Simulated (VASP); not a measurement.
Input of a VASP 6.6.1 run:

File INCAR:

```
PREC = Accurate
ENCUT = 520
EDIFF = 1E-6
ISMEAR = -1
SIGMA = 0.08
LREAL = False
LASPH = True
NELM = 80
ALGO = Normal
ISIF = 2
LWAVE = False
LCHARG = False
GGA = PS
NBANDS = 17
```

File KPOINTS:

```
regular mesh
0
Gamma
  12 12 12
```

POSCAR

```
BiAs
1.0
    3.4247943937      0.0000000000      0.0000000000
    0.0000000000      3.4247943937      0.0000000000
    0.0000000000      0.0000000000      3.4247943937
Bi As
1 1
Direct
    0.0000000000      0.0000000000      0.0000000000
    0.5000000000      0.5000000000      0.5000000000
```

Potentials or basis: VASP PAW PBE potentials, release 64 (Bi_d, As).

Run with:

```sh
$ cat potpaw_PBE.64/Bi_d/POTCAR potpaw_PBE.64/As/POTCAR > POTCAR
$ mpirun -np 1 vasp_std > vasp.out
```

(1) Predict the band gap on the k mesh.

(2) Predict the pressure.

Answers

(1) zero (band 10 reaches 11.17 eV, above the bottom of band 11 at 6.64 eV).

(2) 19.7 GPa.

Caveat: the PAW data sets were made with another functional, which shifts forces and pressure a little; spin-orbit coupling is left out, which moves the levels of the heavy elements.
